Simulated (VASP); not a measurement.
Write the native input for VASP 6.6.1 that does the following.

* Task: single point
* Functional: r2SCAN
* Potentials or basis: VASP PAW PBE potentials, release 64 (Hf_pv)
* Cutoff: 520 eV
* k mesh: 16 × 16 × 9
* Occupations: methfessel-paxton, width 0.05 eV
* Spin: no spin polarisation
* Dipole correction: no
* Further INCAR settings: ALGO = Normal; EDIFF = 1e-06; NBANDS = 17

The system is Hf.

```
CELL_PARAMETERS angstrom
3.19563 0.00000 0.00000
-1.59781 2.76749 0.00000
0.00000 0.00000 5.05610
ATOMIC_POSITIONS crystal
Hf 0.33333 0.66667 0.25000
Hf 0.66667 0.33333 0.75000
```

The input as run:

POSCAR

```
Hf
1.0
    3.1956263082      0.0000000000      0.0000000000
   -1.5978131541      2.7674935639      0.0000000000
    0.0000000000      0.0000000000      5.0561015840
Hf
2
Direct
    0.3333333333      0.6666666667      0.2500000000
    0.6666666667      0.3333333333      0.7500000000
```

INCAR.step1

```
ALGO = Normal
EDIFF = 1E-4
ENCUT = 520
GGA = PE
ISMEAR = 1
LASPH = True
LCHARG = False
LREAL = False
LWAVE = True
NBANDS = 17
NELM = 60
PREC = Accurate
SIGMA = 0.05
```

INCAR.step2

```
ALGO = Normal
EDIFF = 1E-6
ENCUT = 520
ISIF = 2
ISMEAR = 1
ISTART = 1
LASPH = True
LCHARG = False
LMIXTAU = True
LREAL = False
LWAVE = False
METAGGA = R2SCAN
NBANDS = 17
NELM = 60
PREC = Accurate
SIGMA = 0.05
```

KPOINTS

```
k-points
0
Gamma
  16 16 9
```

Potentials or basis: VASP PAW PBE potentials, release 64 (Hf_pv).

Run with:

```console
$ cat potpaw_PBE.64/Hf_pv/POTCAR > POTCAR
$ cp INCAR.step1 INCAR
$ mpirun -np 1 vasp_std > vasp.out
$ cp INCAR.step2 INCAR
$ mpirun -np 1 vasp_std > vasp.out
```

Results of the run:

* Pressure: -0.5 GPa
* Band gap on the k mesh: zero (bands 10 and 11 overlap by 1.81 eV)

Caveat: the PAW data sets were made with another functional, which shifts forces and pressure a little; spin-orbit coupling is left out, which moves the levels of the heavy elements.

Wall time 3.8 min on 1 thread of Intel(R) Xeon(R) Platinum 8488C (Sapphire Rapids) (shared host), peak memory 0.23 GiB.
